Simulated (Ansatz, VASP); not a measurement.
# CdS in VASP and in Ansatz

```xyz
2
Lattice="0.0000 2.9399 2.9399 2.9399 0.0000 2.9399 2.9399 2.9399 0.0000" Properties=species:S:1:pos:R:3 pbc="T T T"
Cd    0.0000    0.0000    0.0000
S     1.4700    1.4700    1.4700
```

Alike in both runs: functional r2SCAN; k mesh 8 × 8 × 8; occupations fermi-dirac, width 0.02 eV; no spin polarisation.

Ansatz relaxed the structure, and its values are those at the end. VASP's run is a single point on that final structure, the one shown.

```csv
,VASP,Ansatz
version,VASP 6.6.1,Ansatz 0.2.0
potentials or method,"VASP PAW PBE potentials, release 64 (Cd, S), cutoff 520 eV",PAW plane waves
valence electrons in the cell,18,26
```

|  | VASP | Ansatz | Ansatz less VASP |
| --- | --- | --- | --- |
| gap on the k mesh at the Fermi level (eV) | 1.54 | 1.54 | 0.000 |
| pressure (GPa) | 0.2 | 0.0 | -0.26 |

VASP's potentials were made for PBE, not for r2SCAN. The functional is the same, so the differences come from potentials, cutoffs and numerics. VASP's potentials hold 18 valence electrons a cell and Ansatz's 26, so a difference there can come from the potentials and not from the codes.
